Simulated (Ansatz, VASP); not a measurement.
YS4 in VASP and in Ansatz

```
Y S
1.0
     5.87725    0.00000    0.00000
     0.00000    3.39323    0.00000
    -1.95908    0.00000    5.73903
Y S
1 4
Direct
  0.50000 0.83333 0.00000
  0.83548 0.00000 0.50645
  0.33548 0.50000 0.50645
  0.66452 0.50000 0.49355
  0.16452 0.00000 0.49355
```

Alike in both runs: task single point; functional PBE; k mesh 4 × 6 × 4; occupations gaussian, width 0.1 eV; no spin polarisation.

|  | VASP | Ansatz |
| --- | --- | --- |
| version | VASP 6.6.1 | Ansatz 0.2.0 |
| potentials or method | VASP PAW PBE potentials, release 64 (Y_sv, S), cutoff 520 eV | scalar-relativistic, plane waves, PAW |
| valence electrons in the cell | 35 | 35 |

```csv
,VASP,Ansatz,Ansatz less VASP
gap on the k mesh at the Fermi level (eV),none,none,-
pressure (GPa),26.7,27.1,+0.41
"traceless stress, the component that is largest in VASP (GPa)",-36.57,-36.94,-0.362
rms of the force components (eV/Å),0.548,0.551,+0.0027
```

Atom by atom the forces differ by 0.006 eV/Å (rms over components). A gap of «none» marks a metal or a gap that the smearing closes.
